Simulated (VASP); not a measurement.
# KTaO3 (Pm-3m) in VASP: settings compared

Aim: see how the results for KTaO3 move with the level of theory and the settings. Levels: r2SCAN0, LDA. Tasks: single point.

Program: VASP 6.6.1. These are calculated values, not measurements. Logs are shortened: lines on timing, memory, paths and dates and some standing lists are left out, and cuts for length are marked.

### 1 The cell of the first run

Symmetry: Pm-3m, No. 221, cubic system. The conventional cell has a = 3.990 Å, b = 3.990 Å, c = 3.990 Å, α = 90.00°, β = 90.00°, γ = 90.00°. Within 3.7 Å of K (site symmetry m-3m) lie 12 O at 2.82 Å and 8 Ta at 3.46 Å. Within 2.6 Å of Ta (site symmetry m-3m) lie 6 O at 2.00 Å. O (site symmetry 4/mmm) has 2 Ta at 2.00 Å within 2.6 Å.

### 2 Single point, r2SCAN0

The input, POSCAR:

```
KTaO3
1.0
    3.9901311086      0.0000000000      0.0000000000
    0.0000000000      3.9901311086      0.0000000000
    0.0000000000      0.0000000000      3.9901311086
K Ta O
1 1 3
Direct
    0.0000000000      0.0000000000      0.0000000000
    0.5000000000      0.5000000000      0.5000000000
    0.5000000000      0.5000000000      0.0000000000
    0.5000000000      0.0000000000      0.5000000000
    0.0000000000      0.5000000000      0.5000000000
```

The input, INCAR.step1:

```
SYSTEM = KTaO3
  ALGO = Normal
  EDIFF = 1E-5
  ENCUT = 520
  GGA = PE
  ISIF = 2
  ISMEAR = 0
  LASPH = .True.
  LREAL = .False.
  LWAVE = .True.
  NBANDS = 27
  NELM = 80
  PREC = Accurate
  SIGMA = 0.01
```

The input, INCAR.step2:

```
SYSTEM = KTaO3
  AEXX = 0.25
  ALGO = Normal
  EDIFF = 1E-6
  ENCUT = 520
  ISIF = 2
  ISMEAR = 0
  ISTART = 1
  LASPH = .True.
  LCHARG = .True.
  LELF = .True.
  LHFCALC = .True.
  LMIXTAU = .True.
  LREAL = .False.
  LVHAR = .True.
  LWAVE = .False.
  METAGGA = R2SCAN
  NBANDS = 27
  NELM = 80
  PREC = Accurate
  PRECFOCK = Fast
  SIGMA = 0.01
```

The input, KPOINTS:

```
k-points
0
Gamma
  4 4 4
  0 0 0
```

Potentials or basis: VASP PAW PBE potentials, release 64 (K_sv, Ta_pv, O).

Command:

```
$ cat potpaw_PBE.64/K_sv/POTCAR potpaw_PBE.64/Ta_pv/POTCAR potpaw_PBE.64/O/POTCAR > POTCAR
$ cp INCAR.step1 INCAR
$ mpirun -np 1 vasp_std > vasp.out
$ cp INCAR.step2 INCAR
$ mpirun -np 1 vasp_std > vasp.out
```

OUTCAR:

```text
SYSTEM = KTaO3
   AEXX = 0.25
   EDIFF = 1E-6
   ENCUT = 520
   ISIF = 2
   ISMEAR = 0
   ISTART = 1
   LASPH = .True.
   LHFCALC = .True.
   LREAL = .False.
   METAGGA = R2SCAN
   NELM = 80
   PREC = Accurate
   PRECFOCK = Fast

 ion  position               nearest neighbor table
   1  0.000  0.000  0.000-   3 2.82   4 2.82   5 2.82   4 2.82   5 2.82   3 2.82   5 2.82   5 2.82
                             3 2.82   4 2.82   4 2.82   3 2.82   2 3.46   2 3.46   2 3.46   2 3.46
   2  0.500  0.500  0.500-   3 2.00   4 2.00   5 2.00   3 2.00   4 2.00   5 2.00   1 3.46   1 3.46
                             1 3.46   1 3.46   1 3.46   1 3.46   1 3.46   1 3.46
   3  0.500  0.500  0.000-   2 2.00   2 2.00   1 2.82   1 2.82   1 2.82   1 2.82
   4  0.500  0.000  0.500-   2 2.00   2 2.00   1 2.82   1 2.82   1 2.82   1 2.82
   5  0.000  0.500  0.500-   2 2.00   2 2.00   1 2.82   1 2.82   1 2.82   1 2.82

  LATTYP: Found a simple cubic cell.
 ALAT       =     3.9901311086

  Lattice vectors:

 A1 = (   3.9901311086,   0.0000000000,   0.0000000000)
 A2 = (   0.0000000000,   3.9901311086,   0.0000000000)
 A3 = (   0.0000000000,   0.0000000000,   3.9901311086)

Analysis of symmetry for initial positions (statically):
=====================================================================
 Subroutine PRICEL returns:
 Original cell was already a primitive cell.

 Routine SETGRP: Setting up the symmetry group for a
 simple cubic supercell.

 Subroutine GETGRP returns: Found 48 space group operations
 (whereof 48 operations were pure point group operations)
 out of a pool of 48 trial point group operations.

The static configuration has the point symmetry O_h .

Analysis of symmetry for dynamics (positions and initial velocities):
=====================================================================
 Subroutine PRICEL returns:
 Original cell was already a primitive cell.

 Routine SETGRP: Setting up the symmetry group for a
 simple cubic supercell.

 Subroutine GETGRP returns: Found 48 space group operations
 (whereof 48 operations were pure point group operations)
 out of a pool of 48 trial point group operations.

The dynamic configuration has the point symmetry O_h .

 Subroutine INISYM returns: Found 48 space group operations
 (whereof 48 operations are pure point group operations),
 and found     1 'primitive' translations

[... 94 lines left out ...]
   TEBEG  =    0.0;   TEEND  =   0.0 temperature during run
   PSTRESS=    0.0 pullay stress
   NELECT =      38.0000    total number of electrons
   NUPDOWN=      -1.0000    fix difference up-down
   EMIN   =  10.00;   EMAX   =-10.00  energy-range for DOS
   EFERMI =   0.00;   METHOD = LEGACY
   ISMEAR =     0;   SIGMA  =   0.01  broadening in eV -4-tet -1-fermi 0-gaus
   EFERMI_NEDOS =   21; number of points for ismear=-14 and -15
   IALGO  =     38    algorithm
   IMIX   =      1    mixing-type and parameters
     AMIX     =   0.40;   BMIX     =  1.00
     AMIX_MAG =   1.60;   BMIX_MAG =  1.00
  volume/ion in A,a.u.               =      12.71        85.74
  Fermi-wavevector in a.u.,A,eV,Ry     =   1.379375  2.606640 25.887452  1.902674
  Thomas-Fermi vector in A             =   2.504350
   LORBIT       =      0    0 simple, 1 ext, 2 COOP (PROOUT), +10 PAW based schemes
   METAGGA = R2SCAN    functional components
   LHFCALC =     T    Hartree Fock is set to
   PRECFOCK=fast      Normal, Fast or Accurate (Low or Medium for compatibility)
   ENCUT4O =  -1.0   cutoff for four orbital integrals eV
   NKREDX  =     1    reduce k-point grid by
   NKREDY  =     1    reduce k-point grid by
   NKREDZ  =     1    reduce k-point grid by
   AEXX    =    0.2500 exact exchange contribution
   HFSCREEN=    0.0000 screening length (either q_TF or 0.3 A-1)
   HFSCREENC=   0.0000 screening length for correlation (either q_TF or 0.3 A-1)
   ENCUTFOCK=  -1.0 apply spherical cutoff to Coloumb kernel
   IVDW    =     0    specifies the selected vdW correction
   LEPSILON=     F    determine dielectric tensor
   LRPA    =     F    only Hartree local field effects (RPA)
 non-spin polarized calculation
 Gauss-broadening in eV      SIGMA  =   0.01
  energy-cutoff  :      520.00
  volume of cell :       63.53
 maximum number of plane-waves:      1743
 NGX is ok and might be reduce to    30
  NGX = 16; NGY = 16; NGZ = 16

 number of electron      37.9999976 magnetization

 Free energy of the ion-electron system (eV)
  ---------------------------------------------------
  ext. energy  EPLUGINS =         0.00000000
  ---------------------------------------------------
  free energy    TOTEN  =       -87.45618401 eV

  energy without entropy =      -87.45618401  energy(sigma->0) =      -87.45618401

 E-fermi :   0.2060     XC(G=0):  -8.9935

 val. band max:        0.0249427579   @ k =   0.5000   0.5000   0.5000
 cond. band min:       4.6046971755   @ k =   0.0000   0.0000   0.0000
 fundamental gap:      4.5797544176
 Fermi energy:         0.2060069221

 k-point     1 :       0.0000    0.0000    0.0000
  band No.  band energies     occupation
      1     -36.8681      2.00000
      2     -36.8681      2.00000
      3     -36.8681      2.00000
      4     -29.9438      2.00000
      5     -19.8185      2.00000
      6     -19.1028      2.00000
[... 289 lines left out ...]
     26      13.9999      0.00000
     27      15.6727      0.00000

------------------------ aborting loop because EDIFF is reached ----------------------------------------

  FORCE on cell =-STRESS in cart. coord.  units (eV):
  Direction    XX          YY          ZZ          XY          YZ          ZX
  --------------------------------------------------------------------------------------
  -------------------------------------------------------------------------------------
  Total       -1.2885179     -1.2885179     -1.2885179      0.0000000     -0.0000000     -0.0000000
  in kB      -32.4967200    -32.4967200    -32.4967200      0.0000000     -0.0000000     -0.0000000
  external PRESSURE =     -32.4967200 kB  Pullay stress =       0.0000000 kB

 VOLUME and BASIS-vectors are now :
 -----------------------------------------------------------------------------
  energy-cutoff  :      520.00
  volume of cell :       63.53
      direct lattice vectors                 reciprocal lattice vectors
     3.990131109  0.000000000  0.000000000     0.250618331  0.000000000  0.000000000
     0.000000000  3.990131109  0.000000000     0.000000000  0.250618331  0.000000000
     0.000000000  0.000000000  3.990131109     0.000000000  0.000000000  0.250618331

 POSITION                                       TOTAL-FORCE (eV/Angst)
 -----------------------------------------------------------------------------------
      0.00000      0.00000      0.00000         0.000000      0.000000      0.000000
      1.99507      1.99507      1.99507         0.000000      0.000000      0.000000
      1.99507      1.99507      0.00000         0.000000      0.000000      0.000000
      1.99507      0.00000      1.99507         0.000000      0.000000      0.000000
      0.00000      1.99507      1.99507         0.000000      0.000000      0.000000
 -----------------------------------------------------------------------------------
    total drift:                               -0.000008     -0.000004     -0.000005

  FREE ENERGIE OF THE ION-ELECTRON SYSTEM (eV)
  ---------------------------------------------------
  free  energy   TOTEN  =       -87.4561840098 eV

  energy  without entropy=      -87.4561840098  energy(sigma->0) =      -87.45618401
```

Wall time 15 min (1 thread of Intel Xeon Platinum 8259CL at 2.50GHz (Skylake/Cascade Lake), shared host); peak memory 0.19 GiB.

What came out:

- Free energy: -87.4562 eV
- Pressure: -3.2 GPa
- Band gap on the k mesh: 4.58 eV (least direct gap 5.24 eV)

Levels at points of the mesh, in eV from the valence-band top:
| k point | band 16 | band 17 | band 18 | band 19 | band 20 | band 21 | band 22 | band 23 |
| --- | --- | --- | --- | --- | --- | --- | --- | --- |
| (0.00, 0.00, 0.00) | -1.15 | -0.66 | -0.66 | -0.66 | 4.58 | 4.58 | 4.58 | 9.21 |
| (0.50, 0.00, 0.00) | -2.31 | -1.63 | -0.91 | -0.91 | 4.74 | 7.65 | 7.65 | 9.24 |
| (0.50, 0.50, 0.00) | -1.87 | -1.57 | -1.57 | -0.04 | 7.69 | 7.69 | 9.15 | 10.32 |
| (0.50, 0.50, 0.50) | -4.24 | 0.00 | 0.00 | 0.00 | 9.30 | 9.30 | 9.30 | 12.02 |

Caveat: the cell stands under tension; the PAW data sets were made with another functional, which shifts forces and pressure a little; spin-orbit coupling is left out, which moves the levels of the heavy elements. A k mesh can miss the band edges.

### 3 Single point, LDA

This run uses another cell than the first one, of 12.34 Å³/atom.

The input, INCAR:

```
  PREC = Accurate
  ENCUT = 700
  EDIFF = 1E-6
  ISMEAR = -1
  SIGMA = 0.02
  LREAL = False
  LASPH = True
  NELM = 120
  ALGO = Normal
  ISIF = 2
  LWAVE = False
  LCHARG = True
  GGA = CA
  LELF = True
  LVHAR = True
  NBANDS = 28
  GGA_COMPAT = False
```

The input, KPOINTS:

```
Automatic mesh
0
Gamma
  6 6 6
```

Edit POSCAR of step 2 so:

```diff
@@ -2,5 +2,5 @@
 1.0
-    3.9901311086      0.0000000000      0.0000000000
-    0.0000000000      3.9901311086      0.0000000000
-    0.0000000000      0.0000000000      3.9901311086
+    3.9520040994      0.0000000000      0.0000000000
+    0.0000000000      3.9520040994      0.0000000000
+    0.0000000000      0.0000000000      3.9520040994
 K Ta O
```

Potentials or basis: VASP PAW LDA potentials, release 64 (K_sv, Ta_sv_GW, O).

Command:

```
$ cat potpaw_LDA.64/K_sv/POTCAR potpaw_LDA.64/Ta_sv_GW/POTCAR potpaw_LDA.64/O/POTCAR > POTCAR
$ mpirun -np 1 vasp_std > vasp.out
```

Run time: 48 s. Hardware: 1 thread of Intel Xeon Platinum 8488C (Sapphire Rapids), shared host; peak memory 0.21 GiB.

It converged, with:

```yaml
Free_energy: -47.6283 eV
Pressure: 0.8 GPa
Band_gap_on_the_k_mesh: 2.11 eV (least direct gap 2.71 eV)
```

Levels at points of the mesh, in eV from the valence-band top:
```tsv
k point	band 16	band 17	band 18	band 19	band 20	band 21	band 22	band 23	band 24	band 25
(0.00, 0.00, 0.00)	-1.11	-1.11	-0.60	-0.60	-0.60	2.11	2.11	2.11	6.60	7.12
(0.50, 0.00, 0.00)	-2.33	-2.24	-1.63	-0.84	-0.84	2.29	5.14	5.14	7.17	8.80
(0.50, 0.50, 0.00)	-2.99	-1.57	-1.47	-1.47	-0.05	5.19	5.19	6.51	8.05	10.05
(0.50, 0.50, 0.50)	-4.02	-4.02	0.00	0.00	0.00	6.68	6.68	6.68	8.80	8.80
```

Caveat: spin-orbit coupling is left out, which moves the levels of the heavy elements. A k mesh can miss the band edges.
